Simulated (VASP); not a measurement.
Wanted: the native input for a VASP 6.6.1 run.

```
Task                   : single point
Functional             : r2SCAN
Potentials or basis    : VASP PAW PBE potentials, release 64 (Au)
Cutoff                 : 550 eV
k mesh                 : 7 × 7 × 7
Occupations            : fermi-dirac, width 0.1 eV
Spin                   : no spin polarisation
Dipole correction      : no
Further INCAR settings : ALGO = Normal; EDIFF = 1e-06; NBANDS = 12
```

The system is Au.

```xyz
1
Lattice="0.0000 2.0571 2.0571 2.0571 0.0000 2.0571 2.0571 2.0571 0.0000" Properties=species:S:1:pos:R:3 pbc="T T T"
Au    0.0000    0.0000    0.0000
```

These files were run (other wordings do the same):

POSCAR

```
Au
1.0
    0.0000000000      2.0571330000      2.0571330000
    2.0571330000      0.0000000000      2.0571330000
    2.0571330000      2.0571330000      0.0000000000
Au
1
Direct
    0.0000000000      0.0000000000      0.0000000000
```

INCAR.step1

```
SYSTEM = Au
  ALGO = Normal
  EDIFF = 1E-5
  ENCUT = 550
  GGA = PE
  GGA_COMPAT = .False.
  ISMEAR = -1
  LASPH = .True.
  LCHARG = .False.
  LREAL = .False.
  LWAVE = .True.
  NBANDS = 12
  NELM = 120
  PREC = Accurate
  SIGMA = 0.1
```

INCAR.step2

```
SYSTEM = Au
  ALGO = Normal
  EDIFF = 1E-6
  ENCUT = 550
  GGA_COMPAT = .False.
  ISIF = 2
  ISMEAR = -1
  ISTART = 1
  LASPH = .True.
  LCHARG = .False.
  LMIXTAU = .True.
  LREAL = .False.
  LWAVE = .False.
  METAGGA = R2SCAN
  NBANDS = 12
  NELM = 120
  PREC = Accurate
  SIGMA = 0.1
```

KPOINTS

```
k-points
0
Gamma
  7 7 7
  0 0 0
```

Potentials or basis: VASP PAW PBE potentials, release 64 (Au).

Run with:

```bash
$ cat potpaw_PBE.64/Au/POTCAR > POTCAR
$ cp INCAR.step1 INCAR
$ mpirun -np 1 vasp_std > vasp.out
$ cp INCAR.step2 INCAR
$ mpirun -np 1 vasp_std > vasp.out
```

Results of the run:

```json
{
 "Pressure": "1.1 GPa",
 "Band gap on the k mesh": "zero (an odd number of electrons rules out a gap without spin polarisation)"
}
```

Caveat: the k points lie up to 0.38 Å⁻¹ apart, too coarse for converged energies and pressures of a metal; the PAW data sets were made with another functional, which shifts forces and pressure a little; spin-orbit coupling is left out, which moves the levels of the heavy elements.

Run time: 16 s on 1 thread of Intel(R) Xeon(R) Platinum 8259CL CPU @ 2.50GHz (Skylake/Cascade Lake) (shared host), peak memory 0.14 GiB.
